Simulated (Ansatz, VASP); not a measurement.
## PtS2 in VASP and in Ansatz

```
CELL_PARAMETERS angstrom
5.45146 0.00000 0.00000
0.00000 5.45146 0.00000
0.00000 0.00000 3.82049
ATOMIC_POSITIONS crystal
Pt 0.00000 0.00000 0.00000
Pt 0.50000 0.50000 0.50000
S 0.69014 0.30986 0.00000
S 0.30986 0.69014 0.00000
S 0.19014 0.19014 0.50000
S 0.80986 0.80986 0.50000
```

Alike in both runs: functional PBE; k mesh 8 × 8 × 10; occupations gaussian, width 0.1 eV; no spin polarisation.

Ansatz relaxed the structure, and its values are those at the end. VASP's run is a single point on that final structure, the one shown.

```csv
,VASP,Ansatz
version,VASP 6.6.1,Ansatz 0.2.0
potentials or method,"VASP PAW PBE potentials, release 64 (Pt, S), cutoff 520 eV","scalar-relativistic, plane waves, PAW"
valence electrons in the cell,44,60
```

|  | VASP | Ansatz | Ansatz less VASP |
| --- | --- | --- | --- |
| gap on the k mesh at the Fermi level (eV) | none | none | - |
| pressure (GPa) | -0.3 | 0.0 | +0.31 |

A gap of «none» marks a metal or a gap that the smearing closes. The functional is the same, so the differences come from potentials, cutoffs and numerics. VASP's potentials hold 44 valence electrons a cell and Ansatz's 60, so a difference there can come from the potentials and not from the codes.

Neither program's run includes spin-orbit coupling.
